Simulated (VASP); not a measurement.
Runs of VASP 6.6.1 on GaN. The structure is that of space group F-43m (No. 216), or close to it. The cells are those of the table. 

```tsv
task	level	potentials or basis	cell	k mesh	cutoff (eV)	smearing	second run	gap on the mesh (eV)	pressure (GPa)	relaxed volume (Å³/atom)
single point	r2SCAN	VASP PAW PBE potentials, release 64 (Ga_d, N)	a = 3.180 Å, angles 60.0°, 2 atoms	10 × 10 × 10	520	gaussian 0.01 eV	-	2.16	1.1	-
single point	LDA	VASP PAW LDA potentials, release 64 (Ga_d, N)	a = 3.180 Å, angles 60.0°, 2 atoms	10 × 10 × 10	520	gaussian 0.01 eV	-	1.79	-4.4	-
single point	LDA	VASP PAW LDA potentials, release 64 (Ga_d, N_h)	a = 3.150 Å, angles 60.0°, 2 atoms	8 × 8 × 8	910	fermi-dirac 0.02 eV	hard_potentials	(b)	(a)	-
single point	r2SCAN	VASP PAW PBE potentials, release 64 (Ga_d, N_h)	a = 3.180 Å, angles 60.0°, 2 atoms	8 × 8 × 8	910	fermi-dirac 0.02 eV	hard_potentials	2.16	1.0	-
dielectric tensor	PBE	VASP PAW PBE potentials, release 64 (Ga_d, N)	a = 3.180 Å, angles 60.0°, 2 atoms	8 × 8 × 8	520	gaussian 0.01 eV	-	1.76	-	-
relaxation of cell and atoms	PBE	VASP PAW PBE potentials, release 64 (Ga_d, N)	relaxed from a = 2.971 Å, angles 60.0°, 2 atoms	10 × 10 × 10	600	fermi-dirac 0.02 eV	-	1.55	0.0	11.76
relaxation of cell and atoms	LDA	VASP PAW LDA potentials, release 64 (Ga_d, N)	relaxed from a = 3.216 Å, angles 60.0°, 2 atoms	8 × 8 × 8	600	fermi-dirac 0.02 eV	-	1.94	-0.1	11.12
single point	PBE	VASP PAW PBE potentials, release 64 (Ga_d, N)	a = 3.216 Å, angles 60.0°, 2 atoms	10 × 10 × 10	520	fermi-dirac 0.02 eV	-	1.55	0.1	-
```

Alike in all rows: no spin polarisation.

Fill in the values left out.

(a) 0.9; (b) 1.97.

Caveats: the PAW data sets were made with another functional, which shifts forces and pressure a little (some runs); the cutoff is under 1.25 times the usual one of these potentials, so pressure, stress and relaxed cells hold a basis-set (Pulay) error (some runs); the volume moved by over 15 % at a fixed basis, so the end points are rough (some runs).

A k mesh can miss the band edges, and the runs leave out spin-orbit coupling on Ga.
